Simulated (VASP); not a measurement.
# GaSb (F-43m) in VASP: notebook, part 2 of 2

VASP 6.6.1. The steps go on from the part before.

## (3) Single point, PBE

This run uses another cell than the first one, of 27.82 Å³/atom, 1.106 times its volume.

Input file INCAR:

```
SYSTEM = GaSb
PREC = Accurate ; ENCUT = 520
EDIFF = 1E-6 ; ISMEAR = 0
SIGMA = 0.1 ; LREAL = .False.
LASPH = .True. ; NELM = 80
ALGO = Normal ; ISIF = 2
LWAVE = .False. ; LCHARG = .False.
GGA = PE ; NBANDS = 16
```

Input file KPOINTS:

```
regular mesh
0
Gamma
  12 12 12
  0 0 0
```

Input file POSCAR:

```
GaSb
1.0
    0.0000000000      3.0302225612      3.0302225612
    3.0302225612      0.0000000000      3.0302225612
    3.0302225612      3.0302225612      0.0000000000
Ga Sb
1 1
Direct
    0.0000000000      0.0000000000      0.0000000000
    0.7500000000      0.7500000000      0.7500000000
```

Potentials or basis: VASP PAW PBE potentials, release 64 (Ga_d, Sb).

On the command line:

```console
$ cat potpaw_PBE.64/Ga_d/POTCAR potpaw_PBE.64/Sb/POTCAR > POTCAR
$ mpirun -np 1 vasp_std > vasp.out
```

OUTCAR:

```text
SYSTEM = GaSb
   PREC = Accurate
   ENCUT = 520
   EDIFF = 1E-6
   ISMEAR = 0
   LREAL = .False.
   LASPH = .True.
   NELM = 80
   ISIF = 2
   GGA = PE

 ion  position               nearest neighbor table
   1  0.000  0.000  0.000-   2 2.62   2 2.62   2 2.62   2 2.62
   2  0.750  0.750  0.750-   1 2.62   1 2.62   1 2.62   1 2.62

  LATTYP: Found a face centered cubic cell.
 ALAT       =     6.0604451224

  Lattice vectors:

 A1 = (   0.0000000000,   3.0302225612,   3.0302225612)
[... 641 lines left out ...]

------------------------ aborting loop because EDIFF is reached ----------------------------------------

  FORCE on cell =-STRESS in cart. coord.  units (eV):
  Direction    XX          YY          ZZ          XY          YZ          ZX
  --------------------------------------------------------------------------------------
  -------------------------------------------------------------------------------------
  Total        1.4177406      1.4177406      1.4177406      0.0000000      0.0000000     -0.0000000
  in kB       40.8181928     40.8181928     40.8181928      0.0000000      0.0000000     -0.0000000
  external PRESSURE =      40.8181928 kB  Pullay stress =       0.0000000 kB

 VOLUME and BASIS-vectors are now :
 -----------------------------------------------------------------------------
  energy-cutoff  :      520.00
  volume of cell :       55.65
      direct lattice vectors                 reciprocal lattice vectors
     0.000000000  3.030222561  3.030222561    -0.165004382  0.165004382  0.165004382
     3.030222561  0.000000000  3.030222561     0.165004382 -0.165004382  0.165004382
     3.030222561  3.030222561  0.000000000     0.165004382  0.165004382 -0.165004382

 POSITION                                       TOTAL-FORCE (eV/Angst)
 -----------------------------------------------------------------------------------
      0.00000      0.00000      0.00000         0.000000     -0.000000     -0.000000
      4.54533      4.54533      4.54533        -0.000000      0.000000      0.000000
 -----------------------------------------------------------------------------------
    total drift:                               -0.000002     -0.000002     -0.000002

  FREE ENERGIE OF THE ION-ELECTRON SYSTEM (eV)
  ---------------------------------------------------
  free  energy   TOTEN  =        -7.3205166290 eV

  energy  without entropy=       -7.3204902911  energy(sigma->0) =       -7.32050346
```

OSZICAR:

```text
N       E                     dE             d eps       ncg     rms          rms(c)
DAV:   1     0.835010469993E+02    0.83501E+02   -0.86059E+03  2328   0.140E+03
DAV:   2    -0.965028182730E+00   -0.84466E+02   -0.81144E+02  2728   0.303E+02
DAV:   3    -0.726636684311E+01   -0.63013E+01   -0.62878E+01  2856   0.649E+01
DAV:   4    -0.737652562138E+01   -0.11016E+00   -0.11015E+00  2808   0.966E+00
DAV:   5    -0.737915802842E+01   -0.26324E-02   -0.26324E-02  2992   0.133E+00    0.330E+00
DAV:   6    -0.733347967849E+01    0.45678E-01   -0.61986E-02  3368   0.395E+00    0.198E+00
DAV:   7    -0.731904203099E+01    0.14438E-01   -0.40389E-02  2712   0.164E+00    0.344E-01
DAV:   8    -0.732000206926E+01   -0.96004E-03   -0.43815E-03  3016   0.766E-01    0.903E-02
DAV:   9    -0.732047968078E+01   -0.47761E-03   -0.70229E-04  2704   0.199E-01    0.355E-02
DAV:  10    -0.732049284412E+01   -0.13163E-04   -0.28988E-05  3080   0.363E-02    0.104E-02
DAV:  11    -0.732051617258E+01   -0.23328E-04   -0.32100E-05  2648   0.363E-02    0.640E-03
DAV:  12    -0.732051662898E+01   -0.45640E-06   -0.11631E-06  2880   0.897E-03
   1 F= -.73205166E+01 E0= -.73205035E+01  d E =-.263379E-04
```

Run time: 40 s. Hardware: 1 thread of Intel Xeon 6975P-C, shared host; peak memory 0.22 GiB.

What came out:

| Property | Result |
| --- | --- |
| Free energy | -7.3205 eV |
| Pressure | 4.1 GPa |
| Band gap on the k mesh | 0.24 eV, direct |

Levels at points of the mesh, in eV from the valence-band top:
```
           k point  band 6  band 7  band 8  band 9  band 10  band 11  band 12  band 13
(0.00, 0.00, 0.00)  -11.68    0.00    0.00    0.00     0.24     2.77     2.77     2.77
(0.50, 0.00, 0.00)   -9.98   -6.51   -1.20   -1.20     0.46     3.75     3.75     6.45
(0.50, 0.50, 0.00)   -9.11   -6.95   -2.67   -2.67     0.87     1.20     8.87     8.87
```

Caveat: spin-orbit coupling is left out, which moves the levels of the heavy elements. A k mesh can miss the band edges.

## (4) Single point, PBE

This run uses another cell than the first one, of 19.73 Å³/atom, 0.784 times its volume.

Input file INCAR:

```
PREC = Accurate ; ENCUT = 520
EDIFF = 1E-6 ; ISMEAR = 0
SIGMA = 0.1 ; LREAL = False
LASPH = True ; NELM = 100
ALGO = Normal ; ISIF = 2
LWAVE = False ; LCHARG = False
GGA = PE ; NBANDS = 16
```

Input file KPOINTS:

```
Automatic mesh
0
Gamma
  14 14 14
```

Input file POSCAR:

```
GaSb
1.0
    0.0000000000      2.7022692980      2.7022692980
    2.7022692980      0.0000000000      2.7022692980
    2.7022692980      2.7022692980      0.0000000000
Ga Sb
1 1
Direct
    0.0000000000      0.0000000000      0.0000000000
    0.7500000000      0.7500000000      0.7500000000
```

On the command line:

```console
$ cat potpaw_PBE.64/Ga_d/POTCAR potpaw_PBE.64/Sb/POTCAR > POTCAR
$ mpirun -np 1 vasp_std > vasp.out
```

Run time: 50 s. Hardware: 1 thread of Intel Xeon 6975P-C, shared host; peak memory 0.21 GiB.

It converged, with:

```
Free energy : -5.1921 eV
Pressure    : 50.1 GPa
```

Levels at points of the mesh, in eV from the Fermi level:
```
           k point  band 6  band 7  band 8  band 9  band 10  band 11  band 12  band 13
(0.00, 0.00, 0.00)  -14.79    0.00    0.00    0.00     2.48     2.48     2.48     2.98
(0.50, 0.00, 0.00)  -11.97   -8.88   -1.93   -1.93     1.33     3.51     3.51     5.77
(0.50, 0.50, 0.00)  -10.53   -9.01   -4.24   -4.24     0.14     0.29    11.19    11.19
```

Caveat: spin-orbit coupling is left out, which moves the levels of the heavy elements.

## (5) Summary

```tsv
cell	k mesh	gap on the mesh (eV)	pressure (GPa)
a = 4.144 Å, angles 60.0°, 2 atoms	12 × 12 × 12	0.65	12.1
a = 4.285 Å, angles 60.0°, 2 atoms	12 × 12 × 12	0.24	4.1
a = 3.822 Å, angles 60.0°, 2 atoms	14 × 14 × 14	-	50.1
```

Alike in all rows: task single point; level PBE; potentials or basis VASP PAW PBE potentials, release 64 (Ga_d, Sb); no spin polarisation; cutoff (eV) 520; smearing gaussian 0.1 eV.

Caveats: spin-orbit coupling is left out, which moves the levels of the heavy elements.

Absolute energies hang on the potentials; compare differences alone.
